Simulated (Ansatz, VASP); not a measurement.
# VSb3 in VASP and in Ansatz

```xyz
4
Lattice="4.5519 0.0000 0.0000 0.0000 4.5519 0.0000 0.0000 0.0000 4.5519" Properties=species:S:1:pos:R:3 pbc="T T T"
V     0.0000    0.0000    0.0000
Sb    0.0000    2.2759    2.2759
Sb    2.2759    0.0000    2.2759
Sb    2.2759    2.2759    0.0000
```

Alike in both runs: task single point; functional PBE; k mesh 4 × 4 × 4; occupations gaussian, width 0.1 eV; collinear spin.

|  | VASP | Ansatz |
| --- | --- | --- |
| version | VASP 6.6.1 | Ansatz 0.2.0 |
| potentials or method | VASP PAW PBE potentials, release 64 (V_sv, Sb), cutoff 520 eV | scalar-relativistic, plane waves, PAW |
| valence electrons in the cell | 28 | 58 |

```tsv
	VASP	Ansatz	Ansatz less VASP
gap on the k mesh at the Fermi level (eV)	none	none	-
pressure (GPa)	2.9	3.0	+0.01
net moment per atom (μB)	0.76	0.76	0.000
size of the moment on the site where the two differ most (μB)	2.69	2.89	+0.199
```

Site moments also hang on the region over which each program counts them. A gap of «none» marks a metal or a gap that the smearing closes. VASP's potentials hold 28 valence electrons a cell and Ansatz's 58, so a difference there can come from the potentials and not from the codes.

Spin-orbit coupling is off throughout.
